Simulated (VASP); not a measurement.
Wanted: the native input for a VASP 6.6.1 run.

- Task: single point
- Functional: PBEsol
- Potentials or basis: VASP PAW PBE potentials, release 64 (Ta_pv, N)
- Cutoff: 520 eV
- k mesh: 10 × 10 × 10
- Occupations: fermi-dirac, width 0.05 eV
- Spin: no spin polarisation
- Dipole correction: no
- Further INCAR settings: ALGO = Normal; EDIFF = 1e-06; NBANDS = 15

The structure of TaN lies in POSCAR:

```
TaN
1.0
    0.0000000000      2.1777402578      2.1777402578
    2.1777402578      0.0000000000      2.1777402578
    2.1777402578      2.1777402578      0.0000000000
Ta N
1 1
Direct
    0.5000000000      0.5000000000      0.5000000000
    0.0000000000      0.0000000000      0.0000000000
```

The input as run:

INCAR

```
ALGO = Normal ; EDIFF = 1E-6
ENCUT = 520 ; GGA = PS
ISIF = 2 ; ISMEAR = -1
LASPH = True ; LCHARG = False
LREAL = False ; LWAVE = False
NBANDS = 15 ; NELM = 60
PREC = Accurate ; SIGMA = 0.05
```

KPOINTS

```
k-points
0
Gamma
  10 10 10
```

Potentials or basis: VASP PAW PBE potentials, release 64 (Ta_pv, N).

Run with:

```bash
$ cat potpaw_PBE.64/Ta_pv/POTCAR potpaw_PBE.64/N/POTCAR > POTCAR
$ mpirun -np 1 vasp_std > vasp.out
```

Results of the run:

The pressure is 6.1 GPa. The band gap on the k mesh is zero (bands 8 and 9 overlap by 4.21 eV).

Caveat: the cell stands under pressure; the PAW data sets were made with another functional, which shifts forces and pressure a little; spin-orbit coupling is left out, which moves the levels of the heavy elements.

Run time: 8.9 s on 1 thread of Intel(R) Xeon(R) Platinum 8488C (Sapphire Rapids), on a shared host, peak memory 0.14 GiB.
